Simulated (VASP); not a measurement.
Pt: single point with PBE

Pt:

```
Pt
1.0
     2.95160    0.00000    0.00000
    -1.47580    2.55616    0.00000
     0.00000    0.00000    4.66180
Pt
2
Direct
  0.66667 0.33333 0.75000
  0.33333 0.66667 0.25000
```

```json
{
  "Program": "VASP 6.6.1",
  "Task": "single point",
  "Functional": "PBE",
  "Potentials or basis": "VASP PAW PBE potentials, release 64 (Pt)",
  "Cutoff": "520 eV",
  "k mesh": "18 × 18 × 10",
  "Occupations": "gaussian, width 0.15 eV",
  "Spin": "no spin polarisation"
}
```

```
Pressure               : -19.6 GPa
Band gap on the k mesh : zero (band 10 reaches 8.76 eV, above the bottom of band 11 at 7.82 eV)
```

Stress tensor (GPa, compression positive):
```
-21.36   0.00   0.00
  0.00 -21.36   0.00
  0.00   0.00 -16.03
```

Levels at points of the mesh, in eV from the Fermi level:
```csv
k point,band 8,band 9,band 10,band 11,band 12,band 13
"(0.00, 0.00, 0.00)",-2.06,-2.06,-0.24,-0.24,0.38,5.14
"(0.50, 0.00, 0.00)",-0.13,0.15,0.20,1.84,2.92,7.31
"(0.00, 0.00, 0.50)",-2.96,-0.73,-0.73,-0.73,-0.73,13.10
"(0.50, 0.00, 0.50)",-0.67,0.05,0.05,1.70,1.70,5.43
```

It took 36 s on 1 thread of Intel(R) Xeon(R) 6975P-C (Granite Rapids) (shared host), peak memory 0.23 GiB.

Caveat: spin-orbit coupling is left out, which moves the levels of the heavy elements.
